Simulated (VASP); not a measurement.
Write the native input for VASP 6.6.1 that does the following.

| Property | Result |
| --- | --- |
| Task | single point |
| Functional | PBE |
| Potentials or basis | VASP PAW PBE potentials, release 64 (Zr_sv, Ta_pv, N) |
| Cutoff | 520 eV |
| k mesh | 6 × 6 × 4 |
| Occupations | gaussian, width 0.1 eV |
| Spin | no spin polarisation |
| Dipole correction | no |
| Further INCAR settings | ALGO = Normal; EDIFF = 1e-06; NBANDS = 21 |

The structure of ZrTaN lies in POSCAR:

```
ZrTaN
1.0
    3.0325398100      0.0000000000      0.0000000000
    0.0000000000      3.0325398100      0.0000000000
    0.0000000000      0.0000000000      4.2598072600
Zr Ta N
1 1 1
Direct
    0.5000000000      0.5000000000      0.5000000000
    0.0000000000      0.0000000000      0.0000000000
    0.5000000000      0.5000000000      0.0000000000
```

One way to write it, as run:

INCAR

```
PREC     = Accurate       # precision mode
ENCUT    = 520            # plane-wave cutoff, eV
EDIFF    = 1E-6           # SCF threshold, eV
ISMEAR   = 0              # smearing method
SIGMA    = 0.1            # smearing width, eV
LREAL    = F              # projectors in reciprocal space
LASPH    = T              # aspherical terms in the spheres
NELM     = 80             # most SCF steps
ALGO     = Normal         # electronic algorithm
ISIF     = 2              # what is computed and relaxed
LWAVE    = F              # write WAVECAR
LCHARG   = F              # write CHGCAR
GGA      = PE             # functional
NBANDS   = 21             # bands
```

KPOINTS

```
regular mesh
0
Gamma
  6 6 4
```

Potentials or basis: VASP PAW PBE potentials, release 64 (Zr_sv, Ta_pv, N).

Run with:

```console
$ cat potpaw_PBE.64/Zr_sv/POTCAR potpaw_PBE.64/Ta_pv/POTCAR potpaw_PBE.64/N/POTCAR > POTCAR
$ mpirun -np 1 vasp_std > vasp.out
```

Results of the run:

- Pressure: 32.6 GPa
- Band gap on the k mesh: zero (band 14 reaches 10.29 eV, above the bottom of band 15 at 9.68 eV)

Caveat: the k points lie up to 0.37 Å⁻¹ apart; spin-orbit coupling is left out, which moves the levels of the heavy elements.

Wall time 28 s on 1 thread of AMD EPYC 7R43 64-Core Processor (Zen 3), with other jobs on the host, peak memory 0.13 GiB.
